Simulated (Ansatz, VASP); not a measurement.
# Two plane-wave programs on Si6Sb3Au

```
Si Sb Au
1.0
     0.00000    5.11999    5.11999
     5.11999    0.00000    5.11999
     5.11999    5.11999    0.00000
Si Sb Au
6 3 1
Direct
  0.50000 0.00000 0.00000
  0.00000 0.50000 0.50000
  0.00000 0.50000 0.00000
  0.50000 0.00000 0.50000
  0.00000 0.00000 0.50000
  0.50000 0.50000 0.00000
  0.25000 0.25000 0.25000
  0.75000 0.75000 0.75000
  0.50000 0.50000 0.50000
  0.00000 0.00000 0.00000
```

Alike in both runs: functional PBE; k mesh 6 × 6 × 6; occupations gaussian, width 0.1 eV; no spin polarisation.

Ansatz relaxed the structure, and its values are those at the end. VASP's run is a single point on that final structure, the one shown.

|  | VASP | Ansatz |
| --- | --- | --- |
| version | VASP 6.6.1 | Ansatz 0.2.0 |
| potentials or method | VASP PAW PBE potentials, release 64 (Si, Sb, Au), cutoff 520 eV | scalar-relativistic, plane waves, PAW |
| valence electrons in the cell | 50 | 88 |

Ansatz gave:

| Quantity | Value |
| --- | --- |
| gap on the k mesh at the Fermi level (eV) | none |
| pressure (GPa) | 0.0 |

Task: Which values does VASP return?

Result: gap on the k mesh at the Fermi level (eV): none; pressure (GPa): 0.2.

A gap of «none» marks a metal or a gap that the smearing closes. VASP's potentials hold 50 valence electrons a cell and Ansatz's 88, so a difference there can come from the potentials and not from the codes.

Spin-orbit coupling is off throughout.
